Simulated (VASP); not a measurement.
# AgPt24 in VASP: single point with PBE

Aim: the single point of AgPt24 with PBE.

All numbers are computed with VASP 6.6.1; they aren't measurements. Logs are shortened: lines on timing, memory, paths and dates and some standing lists are left out, and cuts for length are marked.

### 1 The cell of the first run

The cell holds a slab with vacuum, 25 atoms: a = 5.549 Å, b = 5.549 Å, c = 30.593 Å, α = 90.00°, β = 90.00°, γ = 60.00°.

### 2 Single point, PBE

INCAR

```
PREC     = Accurate       # precision mode
ENCUT    = 520            # plane-wave cutoff, eV
EDIFF    = 1E-6           # SCF threshold, eV
ISMEAR   = 0              # smearing method
SIGMA    = 0.1            # smearing width, eV
LREAL    = Auto         
LASPH    = True           # aspherical terms in the spheres
NELM     = 100            # most SCF steps
ALGO     = Normal         # electronic algorithm
ISIF     = 2              # what is computed and relaxed
LWAVE    = False          # write WAVECAR
LCHARG   = False          # write CHGCAR
LDIPOL   = True         
IDIPOL   = 3            
DIPOL    = 0.5 0.5 0.473
GGA      = PE             # functional
NBANDS   = 144            # bands
LUSENCCL = False
```

KPOINTS

```
regular mesh
0
Gamma
  9 9 1
```

POSCAR

```
AgPt24
1.0
    5.5493740188      0.0000000000      0.0000000000
    2.7746870094      4.8058988753      0.0000000000
    0.0000000000      0.0000000000     30.5931347378
Pt Ag
24 1
Direct
    0.0000071482      0.0000071482      0.2722665873
    0.0000071482      0.4999857037      0.2722665873
    0.4999857037      0.0000071482      0.2722665873
    0.5000000000      0.5000000000      0.2725026798
    0.1666666667      0.1666666667      0.3490381508
    0.1665041894      0.6667479053      0.3490705331
    0.6667479053      0.1665041894      0.3490705331
    0.6667479053      0.6667479053      0.3490705331
    0.3334002611      0.3334002611      0.4249793705
    0.3334002611      0.8331994777      0.4249793705
    0.8331994777      0.3334002611      0.4249793705
    0.8333333333      0.8333333333      0.4246920743
   -0.0000128102     -0.0000128102      0.5004656536
   -0.0000128102      0.5000256204      0.5004656536
    0.5000256204     -0.0000128102      0.5004656536
    0.5000000000      0.5000000000      0.5007782767
    0.1666666667      0.1666666667      0.5769870007
    0.1665191985      0.6667404008      0.5764868439
    0.6667404008      0.1665191985      0.5764868439
    0.6667404008      0.6667404008      0.5764868439
    0.3306171853      0.3306171853      0.6535819585
    0.3306171853      0.8387656294      0.6535819585
    0.8387656294      0.3306171853      0.6535819585
    0.8333333333      0.8333333333      0.6535527823
    0.5000000000      0.5000000000      0.7254165323
```

Potentials or basis: VASP PAW PBE potentials, release 64 (Pt, Ag).

The run is started by

```bash
cat potpaw_PBE.64/Pt/POTCAR potpaw_PBE.64/Ag/POTCAR > POTCAR
mpirun -np 1 vasp_std > vasp.out
```

OUTCAR:

```text
PREC = Accurate
   ENCUT = 520
   EDIFF = 1E-6
   ISMEAR = 0
   LREAL = Auto
   LASPH = True
   NELM = 100
   ISIF = 2
   GGA = PE

 ion  position               nearest neighbor table
   1  0.000  0.000  0.272-   2 2.77   3 2.77   4 2.77   4 2.77   2 2.77   3 2.77   5 2.84   6 2.84
                             7 2.84
   2  0.000  0.500  0.272-   1 2.77   3 2.77   4 2.77   4 2.77   3 2.77   1 2.77   5 2.84   6 2.84
                             8 2.84
   3  0.500  0.000  0.272-   2 2.77   1 2.77   4 2.77   4 2.77   2 2.77   1 2.77   5 2.84   7 2.84
                             8 2.84
   4  0.500  0.500  0.273-   3 2.77   2 2.77   1 2.77   1 2.77   3 2.77   2 2.77   7 2.84   6 2.84
                             8 2.84
   5  0.167  0.167  0.349-   6 2.77   7 2.77   8 2.77   8 2.77   6 2.77   7 2.77   9 2.82  10 2.82
                            11 2.82   2 2.84   3 2.84   1 2.84
   6  0.167  0.667  0.349-   7 2.77   8 2.77   5 2.77   5 2.77   7 2.78   8 2.78  12 2.81  10 2.82
                             9 2.82   4 2.84   2 2.84   1 2.84
   7  0.667  0.167  0.349-   6 2.77   8 2.77   5 2.77   5 2.77   6 2.78   8 2.78  12 2.81  11 2.82
                             9 2.82   4 2.84   3 2.84   1 2.84
   8  0.667  0.667  0.349-   7 2.77   6 2.77   5 2.77   5 2.77   7 2.78   6 2.78  12 2.81  11 2.82
                            10 2.82   4 2.84   3 2.84   2 2.84
   9  0.333  0.333  0.425-  10 2.77  11 2.77  12 2.77  12 2.77  10 2.78  11 2.78  15 2.81  14 2.81
[... 16 lines left out ...]
                            23 2.82  14 2.84  15 2.84  13 2.84
  18  0.167  0.667  0.576-  19 2.77  20 2.77  17 2.77  17 2.77  19 2.78  20 2.78  16 2.82  13 2.82
                            14 2.82  24 2.85  22 2.86  21 2.86
  19  0.667  0.167  0.576-  18 2.77  20 2.77  17 2.77  17 2.77  18 2.78  20 2.78  16 2.82  13 2.82
                            15 2.82  24 2.85  23 2.86  21 2.86
  20  0.667  0.667  0.576-  19 2.77  18 2.77  17 2.77  17 2.77  19 2.78  18 2.78  16 2.82  15 2.82
                            14 2.82  24 2.85  23 2.86  22 2.86
  21  0.331  0.331  0.654-  22 2.73  23 2.73  25 2.74  24 2.77  24 2.77  22 2.82  23 2.82  17 2.82
                            18 2.86  19 2.86
  22  0.331  0.839  0.654-  21 2.73  23 2.73  25 2.74  24 2.77  24 2.77  23 2.82  21 2.82  17 2.82
                            18 2.86  20 2.86
  23  0.839  0.331  0.654-  22 2.73  21 2.73  25 2.74  24 2.77  24 2.77  22 2.82  21 2.82  17 2.82
                            19 2.86  20 2.86
  24  0.833  0.833  0.654-  23 2.77  22 2.77  21 2.77  21 2.77  23 2.77  22 2.77  20 2.85  19 2.85
                            18 2.85
  25  0.500  0.500  0.725-  22 2.74  21 2.74  23 2.74

  LATTYP: Found a hexagonal cell.
 ALAT       =     5.5493740187
 C/A-ratio  =     5.5128983259

  Lattice vectors:

 A1 = (  -2.7746870094,  -4.8058988753,   0.0000000000)
 A2 = (   5.5493740188,   0.0000000000,   0.0000000000)
 A3 = (   0.0000000000,   0.0000000000,  30.5931347378)

Analysis of symmetry for initial positions (statically):
=====================================================================
 Subroutine PRICEL returns:
 Original cell was already a primitive cell.

 Routine SETGRP: Setting up the symmetry group for a
 hexagonal supercell.

 Subroutine GETGRP returns: Found  6 space group operations
 (whereof  2 operations were pure point group operations)
 out of a pool of 24 trial point group operations.

The static configuration has the point symmetry C_1h.
 The point group associated with its full space group is C_3v.

Analysis of symmetry for dynamics (positions and initial velocities):
=====================================================================
 Subroutine PRICEL returns:
 Original cell was already a primitive cell.

 Routine SETGRP: Setting up the symmetry group for a
 hexagonal supercell.

 Subroutine GETGRP returns: Found  6 space group operations
 (whereof  2 operations were pure point group operations)
 out of a pool of 24 trial point group operations.

The dynamic configuration has the point symmetry C_1h.
 The point group associated with its full space group is C_3v.

 Subroutine INISYM returns: Found  6 space group operations
 (whereof  2 operations are pure point group operations),
 and found     1 'primitive' translations

----------------------------------------------------------------------------------------

                                     Primitive cell

  volume of cell :     815.9107

  direct lattice vectors                    reciprocal lattice vectors
     5.549374019  0.000000000  0.000000000     0.180200505 -0.104038810  0.000000000
[... 84 lines left out ...]

 Found     12 irreducible k-points:

 Following reciprocal coordinates:
            Coordinates               Weight
  0.000000  0.000000  0.000000      1.000000
  0.111111  0.000000  0.000000      6.000000
  0.222222  0.000000  0.000000      6.000000
  0.333333  0.000000  0.000000      6.000000
  0.444444  0.000000  0.000000      6.000000
  0.222222  0.111111  0.000000      6.000000
  0.333333  0.111111  0.000000     12.000000
  0.444444  0.111111  0.000000     12.000000
 -0.444444  0.111111  0.000000      6.000000
  0.444444  0.222222  0.000000      6.000000
 -0.444444  0.222222  0.000000     12.000000
 -0.333333  0.333333  0.000000      2.000000
   k-points           NKPTS =     12   k-points in BZ     NKDIM =     12   number of bands    NBANDS=    144
   number of dos      NEDOS =    301   number of ions     NIONS =     25
   total plane-waves  NPLWV = 423360
   dimension x,y,z NGX =    42 NGY =   42 NGZ =  240
   dimension x,y,z NGXF=    84 NGYF=   84 NGZF=  480
   ions per type =              24   1
   NGX,Y,Z   is equivalent  to a cutoff of  12.58, 12.58, 13.04 a.u.
   NGXF,Y,Z  is equivalent  to a cutoff of  25.16, 25.16, 26.08 a.u.
 SYSTEM =  unknown system
   PREC   = accura    normal or accurate (medium, high low for compatibility)
   ISTART =      0    job   : 0-new  1-cont  2-samecut
   ICHARG =      2    charge: 1-file 2-atom 10-const
   ISPIN  =      1    spin polarized calculation?
   LNONCOLLINEAR =      F non collinear calculations
   LSORBIT =      F    spin-orbit coupling
   LASPH  =      T    aspherical Exc in radial PAW
   ENCUT  =  520.0 eV  38.22 Ry    6.18 a.u.  10.32 10.32 56.88*2*pi/ulx,y,z
   NELM   =    100;   NELMIN=  2; NELMDL= -5     # of ELM steps
   EDIFF  = 0.1E-05   stopping-criterion for ELM
   LREAL  =      T    real-space projection
   EDIFFG = 0.1E-04   stopping-criterion for IOM
   NSW    =      0    number of steps for IOM
   IBRION =     -1    ionic relax: 0-MD 1-quasi-New 2-CG
   NFREE  =      0    steps in history (QN), initial steepest desc. (CG)
   ISIF   =      2    stress and relaxation
   ISYM   =      2    0-nonsym 1-usesym 2-fastsym
   POTIM  = 0.5000    time-step for ionic-motion
   TEBEG  =    0.0;   TEEND  =   0.0 temperature during run
   PSTRESS=    0.0 pullay stress
   NELECT =     251.0000    total number of electrons
   NUPDOWN=      -1.0000    fix difference up-down
   EMIN   =  10.00;   EMAX   =-10.00  energy-range for DOS
   EFERMI =   0.00;   METHOD = LEGACY
   ISMEAR =     0;   SIGMA  =   0.10  broadening in eV -4-tet -1-fermi 0-gaus
   EFERMI_NEDOS =   21; number of points for ismear=-14 and -15
   IALGO  =     38    algorithm
   IMIX   =      4    mixing-type and parameters
     AMIX     =   0.40;   BMIX     =  1.00
     AMIX_MAG =   1.60;   BMIX_MAG =  1.00
  volume/ion in A,a.u.               =      32.64       220.24
  Fermi-wavevector in a.u.,A,eV,Ry     =   1.105143  2.088418 16.617358  1.221341
  Thomas-Fermi vector in A             =   2.241626
   LORBIT       =      0    0 simple, 1 ext, 2 COOP (PROOUT), +10 PAW based schemes
   GGA     = PE    functional components
   LHFCALC =     F    Hartree Fock is set to
   AEXX    =    0.0000 exact exchange contribution
   IVDW    =     0    specifies the selected vdW correction
   LEPSILON=     F    determine dielectric tensor
   LRPA    =     F    only Hartree local field effects (RPA)
 non-spin polarized calculation
 Gauss-broadening in eV      SIGMA  =   0.10
  energy-cutoff  :      520.00
  volume of cell :      815.91
 maximum number of plane-waves:     21998
 NGX is ok and might be reduce to    42
   NGX = 21   NGY = 21   NGZ =113

 dipolmoment           0.000000      0.000000      2.810827 electrons x Angstroem

 number of electron     251.0000015 magnetization

 dipolmoment           0.000000      0.000000     -0.292614 electrons x Angstroem

 Free energy of the ion-electron system (eV)
  ---------------------------------------------------
  ext. energy  EPLUGINS =         0.00000000
  ---------------------------------------------------
  free energy    TOTEN  =      -144.28897039 eV

  energy without entropy =     -144.05884105  energy(sigma->0) =     -144.17390572

 E-fermi :   2.4949     XC(G=0):  -6.9971

 val. band max:        2.4941030423   @ k =   0.4444   0.2222   0.0000
 cond. band min:       2.4968827718   @ k =  -0.4444   0.1111   0.0000
 fundamental gap:      0.0027797295
 Fermi energy:         2.4949241714

 k-point     1 :       0.0000    0.0000    0.0000
  band No.  band energies     occupation
      1      -7.1679      2.00000
      2      -6.4566      2.00000
      3      -5.6104      2.00000
      4      -4.9019      2.00000
      5      -4.5517      2.00000
      6      -4.4399      2.00000
[... 1669 lines left out ...]
    136       3.0748      0.00000
    137       3.0881      0.00000
 [bands above 137 left out]

------------------------ aborting loop because EDIFF is reached ----------------------------------------

 vacuum level on the upper side and lower side of the slab       (xc-potential included)        -1.138         0.821

  FORCE on cell =-STRESS in cart. coord.  units (eV):
  Direction    XX          YY          ZZ          XY          YZ          ZX
  --------------------------------------------------------------------------------------
  -------------------------------------------------------------------------------------
  Total       -8.6986771     -8.6986771     -1.1686407      0.0000000     -0.0000000     -0.0000000
  in kB      -17.0813106    -17.0813106     -2.2948219      0.0000000     -0.0000000     -0.0000000
  external PRESSURE =     -12.1524810 kB  Pullay stress =       0.0000000 kB

 VOLUME and BASIS-vectors are now :
 -----------------------------------------------------------------------------
  energy-cutoff  :      520.00
  volume of cell :      815.91
      direct lattice vectors                 reciprocal lattice vectors
     5.549374019  0.000000000  0.000000000     0.180200505 -0.104038810  0.000000000
     2.774687009  4.805898875  0.000000000     0.000000000  0.208077620  0.000000000
     0.000000000  0.000000000 30.593134738     0.000000000  0.000000000  0.032687072

 POSITION                                       TOTAL-FORCE (eV/Angst)
 -----------------------------------------------------------------------------------
      0.00006      0.00003      8.32949         0.000090      0.000052      0.016379
      1.38734      2.40288      8.32949         0.000000     -0.000104      0.016379
      2.77463      0.00003      8.32949        -0.000090      0.000052      0.016379
      4.16203      2.40295      8.33671         0.000000     -0.000000      0.019243
      1.38734      0.80098     10.67817         0.000000     -0.000000      0.005301
      2.77401      3.20432     10.67916         0.000722     -0.000417      0.007219
[... 17 lines left out ...]
      6.93672      4.00492     19.99423         0.000000     -0.000000     -0.017900
      4.16203      2.40295     22.19277         0.000000      0.000000     -0.019582
 -----------------------------------------------------------------------------------
    total drift:                               -0.000000     -0.000000      0.034820

  FREE ENERGIE OF THE ION-ELECTRON SYSTEM (eV)
  ---------------------------------------------------
  free  energy   TOTEN  =      -144.2889703874 eV

  energy  without entropy=     -144.0588410488  energy(sigma->0) =     -144.17390572

 vacuum level on the upper side and lower side of the slab         6.094         8.086
```

It took 8 min on 1 × NVIDIA H100 80GB with 1 thread of AMD EPYC 7R13 (Zen 3), shared host; peak memory 2.2 GiB.

What came out:

```
Free energy            : -144.2890 eV
Largest force          : 0.020 eV/Å
Band gap on the k mesh : zero (an odd number of electrons rules out a gap without spin polarisation)
```

Forces in eV/Å, atoms in the order of the input:
```
Pt   0.000  0.000  0.016
Pt   0.000  0.000  0.016
Pt   0.000  0.000  0.016
Pt   0.000  0.000  0.019
Pt   0.000  0.000  0.005
Pt   0.001  0.000  0.007
Pt   0.000  0.001  0.007
Pt  -0.001  0.000  0.007
Pt  -0.005 -0.003  0.003
Pt   0.000  0.005  0.003
Pt   0.005 -0.003  0.003
Pt   0.000  0.000  0.008
Pt   0.000  0.000 -0.004
Pt   0.000  0.000 -0.004
Pt   0.000  0.000 -0.004
Pt   0.000  0.000 -0.007
Pt   0.000  0.000  0.001
Pt   0.000  0.000 -0.006
Pt   0.000  0.000 -0.006
Pt   0.000  0.000 -0.006
Pt   0.001  0.000 -0.012
Pt   0.000 -0.001 -0.012
Pt  -0.001  0.000 -0.012
Pt   0.000  0.000 -0.018
Ag   0.000  0.000 -0.020
```

Levels at points of the mesh, in eV from the Fermi level:
```
           k point  band 122  band 123  band 124  band 125  band 126  band 127  band 128  band 129  band 130  band 131
(0.00, 0.00, 0.00)      0.31      0.32      0.39      0.40      0.40      0.57      0.58      0.58      0.63      0.63
```

Caveat: spin-orbit coupling is left out, which moves the levels of the heavy elements.
